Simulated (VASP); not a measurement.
# Bi2Se3 (R-3m) in VASP: single point with PBE+D3(BJ)

Aim: the single point of Bi2Se3 with PBE+D3(BJ).

All numbers are computed with VASP 6.6.1; they aren't measurements. Logs are shortened: lines on timing, memory, paths and dates and some standing lists are left out, and cuts for length are marked.

### Step 1. The cell of the first run

The structure is trigonal, space group R-3m (No. 166). The conventional cell has a = 4.144 Å, b = 4.144 Å, c = 28.453 Å, α = 90.00°, β = 90.00°, γ = 120.00°. Within 3.8 Å of Bi (site symmetry 3m) lie 6 Se at 2.86 to 3.07 Å. Se (site symmetry -3m) has 6 Bi at 3.07 Å and 12 Se at 4.14 to 4.23 Å within 4.3 Å. Within 3.8 Å of Se (site symmetry 3m) lie 3 Bi at 2.86 Å and 3 Se at 3.46 Å.

### Step 2. Single point, PBE+D3(BJ)

Contents of INCAR:

```
SYSTEM = Bi2Se3
PREC = Accurate ; ENCUT = 520
EDIFF = 1E-7 ; ISMEAR = 0
SIGMA = 0.05 ; LREAL = .False.
LASPH = .True. ; NELM = 60
ALGO = Normal ; ISIF = 2
LWAVE = .False. ; LCHARG = .False.
GGA = PE ; IVDW = 12
NBANDS = 32
```

Contents of KPOINTS:

```
regular mesh
0
Gamma
  9 9 9
  0 0 0
```

Contents of POSCAR:

```
Bi2Se3
1.0
    2.0721227184      1.1963406093      9.4843745558
   -2.0721227184      1.1963406093      9.4843745558
    0.0000000000     -2.3926812186      9.4843745558
Bi Se
2 3
Direct
    0.4008681795      0.4008681795      0.4008681795
    0.5991318205      0.5991318205      0.5991318205
    0.0000000000      0.0000000000      0.0000000000
    0.2105382924      0.2105382924      0.2105382924
    0.7894617076      0.7894617076      0.7894617076
```

Potentials or basis: VASP PAW PBE potentials, release 64 (Bi_d, Se).

On the command line:

```bash
$ cat potpaw_PBE.64/Bi_d/POTCAR potpaw_PBE.64/Se/POTCAR > POTCAR
$ mpirun -np 1 vasp_std > vasp.out
```

OUTCAR:

```text
SYSTEM = Bi2Se3
   PREC = Accurate
   ENCUT = 520
   EDIFF = 1E-7
   ISMEAR = 0
   LREAL = .False.
   LASPH = .True.
   NELM = 60
   ISIF = 2
   GGA = PE
   IVDW = 12
 IVDW          = 12

 ion  position               nearest neighbor table
   1  0.401  0.401  0.401-   5 2.86   5 2.86   5 2.86   3 3.07   3 3.07   3 3.07
   2  0.599  0.599  0.599-   4 2.86   4 2.86   4 2.86   3 3.07   3 3.07   3 3.07
   3  0.000  0.000  0.000-   2 3.07   2 3.07   1 3.07   1 3.07   2 3.07   1 3.07
   4  0.211  0.211  0.211-   2 2.86   2 2.86   2 2.86
   5  0.789  0.789  0.789-   1 2.86   1 2.86   1 2.86

  LATTYP: Found a trigonal (rhomboedric) cell.
 ALAT       =     9.7815276991
 COS(alpha) =     0.9102472918

  Lattice vectors:

 A1 = (   2.0721227184,   1.1963406093,   9.4843745558)
 A2 = (  -2.0721227184,   1.1963406093,   9.4843745558)
 A3 = (   0.0000000000,  -2.3926812186,   9.4843745558)

Analysis of symmetry for initial positions (statically):
=====================================================================
 Subroutine PRICEL returns:
 Original cell was already a primitive cell.

 Routine SETGRP: Setting up the symmetry group for a
 trigonal (rhombohedral) supercell.

 Subroutine GETGRP returns: Found 12 space group operations
 (whereof 12 operations were pure point group operations)
 out of a pool of 12 trial point group operations.

The static configuration has the point symmetry D_3d.

Analysis of symmetry for dynamics (positions and initial velocities):
=====================================================================
 Subroutine PRICEL returns:
 Original cell was already a primitive cell.

 Routine SETGRP: Setting up the symmetry group for a
 trigonal (rhombohedral) supercell.

 Subroutine GETGRP returns: Found 12 space group operations
 (whereof 12 operations were pure point group operations)
 out of a pool of 12 trial point group operations.

The dynamic configuration has the point symmetry D_3d.

 Subroutine INISYM returns: Found 12 space group operations
 (whereof 12 operations are pure point group operations),
 and found     1 'primitive' translations

----------------------------------------------------------------------------------------

                                     Primitive cell

  volume of cell :     141.0686

  direct lattice vectors                    reciprocal lattice vectors
     2.072122718  1.196340609  9.484374556     0.241298450  0.139313725  0.035145526
    -2.072122718  1.196340609  9.484374556    -0.241298450  0.139313725  0.035145526
     0.000000000 -2.392681219  9.484374556     0.000000000 -0.278627450  0.035145526

  length of vectors
     9.781527699  9.781527699  9.781527699     0.280835297  0.280835297  0.280835297

  position of ions in fractional coordinates (direct lattice)
     0.400868180  0.400868180  0.400868180
     0.599131820  0.599131820  0.599131820
     0.000000000  0.000000000  0.000000000
     0.210538292  0.210538292  0.210538292
     0.789461708  0.789461708  0.789461708

  ion indices of the primitive-cell ions
   primitive index   ion index
                 1           1
                 2           2
                 3           3
                 4           4
                 5           5

----------------------------------------------------------------------------------------

 KPOINTS: regular mesh

Automatic generation of k-mesh.
 Grid dimensions read from file:
 generate k-points for:    9    9    9

 Generating k-lattice:

  Cartesian coordinates                     Fractional coordinates (reciprocal lattice)
     0.026810939  0.015479303  0.003905058     0.111111111  0.000000000 -0.000000000
    -0.026810939  0.015479303  0.003905058     0.000000000  0.111111111 -0.000000000
     0.000000000 -0.030958606  0.003905058    -0.000000000 -0.000000000  0.111111111

  Length of vectors
     0.031203922  0.031203922  0.031203922

  Shift w.r.t. Gamma in fractional coordinates (k-lattice)
     0.000000000  0.000000000  0.000000000

 Subroutine IBZKPT returns following result:
 ===========================================

 Found     85 irreducible k-points:

 Following reciprocal coordinates:
            Coordinates               Weight
  0.000000  0.000000  0.000000      1.000000
  0.111111  0.000000 -0.000000      6.000000
  0.222222  0.000000  0.000000      6.000000
  0.333333  0.000000 -0.000000      6.000000
  0.444444  0.000000  0.000000      6.000000
  0.111111  0.111111 -0.000000      6.000000
[... 16 lines left out ...]
 -0.333333  0.333333  0.000000      6.000000
  0.444444  0.444444  0.000000      6.000000
 [... further k-points ...]
   k-points           NKPTS =     85   k-points in BZ     NKDIM =     85   number of bands    NBANDS=     32
   number of dos      NEDOS =    301   number of ions     NIONS =      5
   total plane-waves  NPLWV = 512000
   dimension x,y,z NGX =    80 NGY =   80 NGZ =   80
   dimension x,y,z NGXF=   160 NGYF=  160 NGZF=  160
   ions per type =               2   3
   NGX,Y,Z   is equivalent  to a cutoff of  13.60, 13.60, 13.60 a.u.
   NGXF,Y,Z  is equivalent  to a cutoff of  27.19, 27.19, 27.19 a.u.
 SYSTEM =  Bi2Se3
   PREC   = accura    normal or accurate (medium, high low for compatibility)
   ISTART =      0    job   : 0-new  1-cont  2-samecut
   ICHARG =      2    charge: 1-file 2-atom 10-const
   ISPIN  =      1    spin polarized calculation?
   LNONCOLLINEAR =      F non collinear calculations
   LSORBIT =      F    spin-orbit coupling
   LASPH  =      T    aspherical Exc in radial PAW
   ENCUT  =  520.0 eV  38.22 Ry    6.18 a.u.  18.19 18.19 18.19*2*pi/ulx,y,z
   NELM   =     60;   NELMIN=  2; NELMDL= -5     # of ELM steps
   EDIFF  = 0.1E-06   stopping-criterion for ELM
   LREAL  =      F    real-space projection
   EDIFFG = 0.1E-05   stopping-criterion for IOM
   NSW    =      0    number of steps for IOM
   IBRION =     -1    ionic relax: 0-MD 1-quasi-New 2-CG
   NFREE  =      0    steps in history (QN), initial steepest desc. (CG)
   ISIF   =      2    stress and relaxation
   ISYM   =      2    0-nonsym 1-usesym 2-fastsym
   POTIM  = 0.5000    time-step for ionic-motion
   TEBEG  =    0.0;   TEEND  =   0.0 temperature during run
   PSTRESS=    0.0 pullay stress
   NELECT =      48.0000    total number of electrons
   NUPDOWN=      -1.0000    fix difference up-down
   EMIN   =  10.00;   EMAX   =-10.00  energy-range for DOS
   EFERMI =   0.00;   METHOD = LEGACY
   ISMEAR =     0;   SIGMA  =   0.05  broadening in eV -4-tet -1-fermi 0-gaus
   EFERMI_NEDOS =   21; number of points for ismear=-14 and -15
   IALGO  =     38    algorithm
   IMIX   =      4    mixing-type and parameters
     AMIX     =   0.40;   BMIX     =  1.00
     AMIX_MAG =   1.60;   BMIX_MAG =  1.00
  volume/ion in A,a.u.               =      28.21       190.40
  Fermi-wavevector in a.u.,A,eV,Ry     =   1.142909  2.159786 17.772501  1.306242
  Thomas-Fermi vector in A             =   2.279606
   LORBIT       =      0    0 simple, 1 ext, 2 COOP (PROOUT), +10 PAW based schemes
   GGA     = PE    functional components
   LHFCALC =     F    Hartree Fock is set to
   AEXX    =    0.0000 exact exchange contribution
   IVDW    =    12    specifies the selected vdW correction
   LEPSILON=     F    determine dielectric tensor
   LRPA    =     F    only Hartree local field effects (RPA)
 non-spin polarized calculation
 Gauss-broadening in eV      SIGMA  =   0.05
  energy-cutoff  :      520.00
  volume of cell :      141.07
 maximum number of plane-waves:      3839
 NGX is ok and might be reduce to    80
   NGX = 37   NGY = 37   NGZ = 37

 number of electron      47.9999995 magnetization

 Free energy of the ion-electron system (eV)
  ---------------------------------------------------
  ext. energy  EPLUGINS =         0.00000000
  ---------------------------------------------------
  free energy    TOTEN  =       -20.14761959 eV

  energy without entropy =      -20.14761355  energy(sigma->0) =      -20.14761657

 E-fermi :   5.1603     XC(G=0):  -9.5350

 val. band max:        5.0804271484   @ k =   0.0000   0.0000   0.0000
 cond. band min:       5.2401235931   @ k =   0.0000   0.0000   0.0000
 fundamental gap:      0.1596964447
 Fermi energy:         5.1602753671

 k-point     1 :       0.0000    0.0000    0.0000
  band No.  band energies     occupation
      1     -18.0944      2.00000
      2     -18.0944      2.00000
      3     -18.0926      2.00000
      4     -18.0926      2.00000
      5     -18.0872      2.00000
      6     -18.0845      2.00000
[... 24 lines left out ...]
     31      10.8564      0.00000
     32      12.0047      0.00000

 k-point     2 :       0.1111    0.0000   -0.0000
  band No.  band energies     occupation
      1     -18.0960      2.00000
      2     -18.0939      2.00000
      3     -18.0914      2.00000
      4     -18.0896      2.00000
      5     -18.0853      2.00000
      6     -18.0828      2.00000
[... 24 lines left out ...]
     31      10.5758      0.00000
     32      11.0855      0.00000

 k-point     3 :       0.2222    0.0000    0.0000
  band No.  band energies     occupation
      1     -18.1011      2.00000
      2     -18.0981      2.00000
      3     -18.0848      2.00000
      4     -18.0835      2.00000
      5     -18.0829      2.00000
      6     -18.0793      2.00000
[... 24 lines left out ...]
     31       9.7084      0.00000
     32      11.1527      0.00000

 k-point     4 :       0.3333    0.0000   -0.0000
  band No.  band energies     occupation
      1     -18.1081      2.00000
      2     -18.1037      2.00000
      3     -18.0871      2.00000
      4     -18.0822      2.00000
      5     -18.0819      2.00000
      6     -18.0784      2.00000
[... 654 lines left out ...]
     31      10.0357      0.00000
     32      12.0072      0.00000

 k-point    23 :      -0.3333    0.3333    0.0000
  band No.  band energies     occupation
      1     -18.0983      2.00000
      2     -18.0983      2.00000
      3     -18.0950      2.00000
      4     -18.0846      2.00000
      5     -18.0760      2.00000
      6     -18.0760      2.00000
[... 24 lines left out ...]
     31      11.2734      0.00000
     32      12.0049      0.00000

 k-point    24 :       0.4444    0.4444    0.0000
  band No.  band energies     occupation
      1     -18.1128      2.00000
      2     -18.1078      2.00000
      3     -18.0894      2.00000
      4     -18.0845      2.00000
      5     -18.0824      2.00000
      6     -18.0774      2.00000
[... 24 lines left out ...]
     31      10.1100      0.00000
     32      11.8476      0.00000

 [... further k-points ...]

------------------------ aborting loop because EDIFF is reached ----------------------------------------

 Edisp (eV)   -2.01469

 E8    (eV) :    -0.9117

  FORCE on cell =-STRESS in cart. coord.  units (eV):
  Direction    XX          YY          ZZ          XY          YZ          ZX
  --------------------------------------------------------------------------------------
  -------------------------------------------------------------------------------------
  Total       0.01709     0.01709     0.01684     0.00000    -0.00000     0.00000
  in kB       0.19410     0.19410     0.19123     0.00000    -0.00000     0.00000
  external pressure =        0.19 kB  Pullay stress =        0.00 kB

 VOLUME and BASIS-vectors are now :
 -----------------------------------------------------------------------------
  energy-cutoff  :      520.00
  volume of cell :      141.07
      direct lattice vectors                 reciprocal lattice vectors
     2.072122718  1.196340609  9.484374556     0.241298450  0.139313725  0.035145526
    -2.072122718  1.196340609  9.484374556    -0.241298450  0.139313725  0.035145526
     0.000000000 -2.392681219  9.484374556     0.000000000 -0.278627450  0.035145526

 POSITION                                       TOTAL-FORCE (eV/Angst)
 -----------------------------------------------------------------------------------
      0.00000      0.00000     11.40595         0.000000     -0.000000     -0.009510
      0.00000      0.00000     17.04717         0.000000      0.000000      0.009510
      0.00000      0.00000      0.00000         0.000000     -0.000000      0.000000
      0.00000      0.00000      5.99047         0.000000     -0.000000     -0.011743
      0.00000      0.00000     22.46265         0.000000      0.000000      0.011743
 -----------------------------------------------------------------------------------
    total drift:                               -0.000000     -0.000000     -0.000000

  FREE ENERGIE OF THE ION-ELECTRON SYSTEM (eV)
  ---------------------------------------------------
  free  energy   TOTEN  =       -22.1623108392 eV

  energy  without entropy=      -22.1623047980  energy(sigma->0) =      -22.16230782
```

Wall time 54 min (1 thread of AMD EPYC 7R43 (Zen 3), shared host); peak memory 1 GiB.

Results:

```
Free energy                : -22.1623 eV
Pressure                   : 0.0 GPa
Largest force              : 0.012 eV/Å
Band gap on the k mesh     : 0.16 eV
Dispersion energy per atom : -0.403 eV
```

Forces on the atoms (eV/Å):
```
Bi   0.000  0.000 -0.010
Bi   0.000  0.000  0.010
Se   0.000  0.000  0.000
Se   0.000  0.000 -0.012
Se   0.000  0.000  0.012
```

Caveat: spin-orbit coupling is left out, which moves the levels of the heavy elements. A k mesh can miss the band edges.
